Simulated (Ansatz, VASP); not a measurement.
## One calculation of Bi2H3, two programs

```
CELL_PARAMETERS angstrom
5.30528 0.00000 0.00000
-2.65264 4.59451 0.00000
0.00000 0.00000 4.11380
ATOMIC_POSITIONS crystal
Bi 0.33333 0.66667 0.00000
Bi 0.66667 0.33333 0.00000
H 0.33333 0.66667 0.50000
H 0.66667 0.33333 0.50000
H 0.00000 0.00000 0.50000
```

Alike in both runs: functional PBE; k mesh 6 × 6 × 4; occupations gaussian, width 0.1 eV; no spin polarisation.

Ansatz relaxed the structure, and its values are those at the end. VASP's run is a single point on that final structure, the one shown.

|  | VASP | Ansatz |
| --- | --- | --- |
| version | VASP 6.6.1 | Ansatz 0.2.0 |
| potentials or method | VASP PAW PBE potentials, release 64 (Bi_d, H), cutoff 520 eV | scalar-relativistic, plane waves, PAW |
| valence electrons in the cell | 33 | 33 |

```tsv
	VASP	Ansatz	Ansatz less VASP
gap on the k mesh at the Fermi level (eV)	none	none	-
pressure (GPa)	0.0	0.0	+0.07
```

A gap of «none» marks a metal or a gap that the smearing closes. With one functional, cell and mesh, what is left measures potentials, basis and numerics.

The k mesh is coarse, so the values compare programs but aren't converged. Spin-orbit coupling is off throughout.
